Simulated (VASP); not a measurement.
Here is a VASP 6.6.1 calculation.

The input INCAR:

```
SYSTEM = Ta
  PREC = Accurate
  ENCUT = 500
  EDIFF = 1E-6
  ISMEAR = -1
  SIGMA = 0.05
  LREAL = .False.
  LASPH = .True.
  NELM = 120
  ALGO = Normal
  ISIF = 2
  LWAVE = .False.
  LCHARG = .False.
  NBANDS = 12
  GGA_COMPAT = .False.
```

Contents of KPOINTS:

```
regular mesh
0
Gamma
  6 6 6
  0 0 0
```

POSCAR

```
Ta
1.0
    2.6107150556      0.0000000000      0.0000000000
    0.0000000000      2.6107150556      0.0000000000
    0.0000000000      0.0000000000      2.6107150556
Ta
1
Direct
    0.0000000000      0.0000000000      0.0000000000
```

Potentials or basis: VASP PAW LDA potentials, release 64 (Ta_pv).

The run is started by

```console
$ cat potpaw_LDA.64/Ta_pv/POTCAR > POTCAR
$ mpirun -np 1 vasp_std > vasp.out
```

(1) What does it give for the pressure?

## Answers

(1) 21.0 GPa.

Caveat: the k points lie up to 0.40 Å⁻¹ apart.
